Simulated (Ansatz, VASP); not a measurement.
**Two plane-wave programs on SrCl2**

```
Sr Cl
1.0
     3.48550   -3.48550    0.00000
     3.48550    0.00000   -3.48550
     6.97100    6.97100    6.97100
Sr Cl
3 6
Direct
  0.66667 0.66667 0.33333
  0.00000 0.00000 0.00000
  0.33333 0.33333 0.66667
  0.66667 0.66667 0.58333
  0.00000 0.00000 0.25000
  0.33333 0.33333 0.91667
  0.66667 0.66667 0.08333
  0.00000 0.00000 0.75000
  0.33333 0.33333 0.41667
```

Alike in both runs: task single point; functional PBE; k mesh 5 × 5 × 2; occupations gaussian, width 0.05 eV; no spin polarisation.

|  | VASP | Ansatz |
| --- | --- | --- |
| version | VASP 6.6.1 | Ansatz 0.2.0 |
| potentials or method | VASP PAW PBE potentials, release 64 (Sr_sv, Cl), cutoff 520 eV | scalar-relativistic, plane waves, PAW |
| valence electrons in the cell | 72 | 72 |

|  | VASP | Ansatz | Ansatz less VASP |
| --- | --- | --- | --- |
| gap on the k mesh at the Fermi level (eV) | 5.42 | 5.42 | +0.004 |
| least direct gap on the mesh (eV) | 5.69 | 5.69 | +0.002 |
| pressure (GPa) | 1.2 | 1.1 | -0.09 |
